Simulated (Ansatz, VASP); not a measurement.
Lu in VASP and in Ansatz

Contents of INCAR:

```
PREC = Accurate
ENCUT = 520
EDIFF = 1E-7
ISMEAR = 0
SIGMA = 0.01
LREAL = False
LASPH = True
NELM = 60
ALGO = Normal
ISIF = 2
LWAVE = False
LCHARG = False
GGA = PE
NBANDS = 32
```

KPOINTS

```
Automatic mesh
0
Gamma
  10 10 6
```

POSCAR

```
Lu
1.0
    3.5070808964      0.0000000000      0.0000000000
   -1.7535404482      3.0372211494      0.0000000000
    0.0000000000      0.0000000000      5.4772888711
Lu
2
Direct
    0.3333333333      0.6666666667      0.2500000000
    0.6666666667      0.3333333333      0.7500000000
```

Input for Ansatz:

```yaml
crystal:
  lattice:
    - [3.5070808964, 0.0, 0.0]
    - [-1.7535404482, 3.0372211494, 0.0]
    - [0.0, 0.0, 5.4772888711]
  atoms:
    - { symbol: Lu, position: [0.3333333333, 0.6666666667, 0.25] }
    - { symbol: Lu, position: [0.6666666667, 0.3333333333, 0.75] }
hamiltonian:
  xc: pbe
  pseudopotentials:
    kind: paw
    azcp:
      Lu: "pseudopotentials/Lu.paw.azcp"
basis:
  ecutwfc: 420
  fft_grid_basis: typed
kpoints:
  mp_grid: { grid: [10, 10, 6], shift: [0, 0, 0] }
magnetization:
  spin_polarized: false
scf:
  occupations: { method: gaussian, width: 0.01 }
  lower_state_search: "off"
output:
  stress: true
  write_density: true
  write_potential: true
  elf: true
  volumetric_format: npy
```

Alike in both runs: task single point; functional PBE; k mesh 10 × 10 × 6; occupations gaussian, width 0.01 eV; no spin polarisation.

```csv
,VASP,Ansatz
version,VASP 6.6.1,Ansatz 0.2.0
potentials or method,"VASP PAW PBE potentials, release 64 (Lu), cutoff 520 eV","plane waves (420 eV) with PAW, scalar-relativistic"
valence electrons in the cell,50,50
```

|  | VASP | Ansatz | Ansatz less VASP |
| --- | --- | --- | --- |
| pressure (GPa) | -0.2 | -0.3 | -0.13 |
| traceless stress, the component that is largest in VASP (GPa) | -0.38 | -0.38 | -0.007 |

With one functional, cell and mesh, what is left measures potentials, basis and numerics.

Spin-orbit coupling is off throughout.
